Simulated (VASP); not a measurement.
Wanted: the native input for a VASP 6.6.1 run.

* Task: relaxation of cell and atoms
* Functional: PBE
* Potentials or basis: VASP PAW PBE potentials, release 64 (Si, B, W_sv)
* Cutoff: 600 eV
* k mesh: 12 × 12 × 6
* Occupations: gaussian, width 0.1 eV
* Spin: no spin polarisation
* Dipole correction: no
* Further INCAR settings: ALGO = Normal; EDIFF = 1e-06; IBRION = 2; EDIFFG = -0.01; NSW = 100; ISIF = 3

The structure of SiB4W lies in POSCAR:

```
SiB4W
1.0
    2.9282074100      0.0000000000      0.0000000000
    0.0000000000      2.9282074100      0.0000000000
    0.0000000000      0.0000000000      6.6344506639
Si B W
1 4 1
Direct
    0.5000000000      0.5000000000      0.5000000000
    0.5000000000      0.0000000000      0.7381265798
    0.0000000000      0.5000000000      0.2618734202
    0.5000000000      0.0000000000      0.2618734202
    0.0000000000      0.5000000000      0.7381265798
    0.0000000000      0.0000000000      0.0000000000
```

The cell was built from a structure type or drawn by symmetry, and may not be a known phase.

One way to write it, as run:

INCAR

```
SYSTEM = SiB4W
PREC = Accurate
ENCUT = 600
EDIFF = 1E-6
ISMEAR = 0
SIGMA = 0.1
LREAL = .False.
LASPH = .True.
NELM = 60
ALGO = Normal
ISIF = 3
LWAVE = .False.
LCHARG = .False.
GGA = PE
IBRION = 2
NSW = 100
EDIFFG = -0.01
```

KPOINTS

```
Automatic mesh
0
Gamma
  12 12 6
  0 0 0
```

Potentials or basis: VASP PAW PBE potentials, release 64 (Si, B, W_sv).

Command:

```bash
$ cat potpaw_PBE.64/Si/POTCAR potpaw_PBE.64/B/POTCAR potpaw_PBE.64/W_sv/POTCAR > POTCAR
$ mpirun -np 1 vasp_std > vasp.out
```

Results of the run:

* Relaxed volume: 9.48 Å³/atom
* Relaxed cell: a = 2.927 Å, b = 2.927 Å, c = 6.642 Å, α = 90.00°, β = 90.00°, γ = 90.00°
* Space group after relaxing (to 0.1 Å): P4/mmm (No. 123)
* Energy gained by relaxing: 0.0 meV/atom
* Ionic steps: 3
* Pressure after relaxing: -0.1 GPa
* Largest force after relaxing: 0.009 eV/Å
* Band gap on the k mesh: zero (bands 15 and 16 overlap by 3.08 eV)

Caveat: spin-orbit coupling is left out, which moves the levels of the heavy elements.

It took 78 s on 1 thread of Intel(R) Xeon(R) 6975P-C (Granite Rapids), on a shared host, peak memory 0.29 GiB.
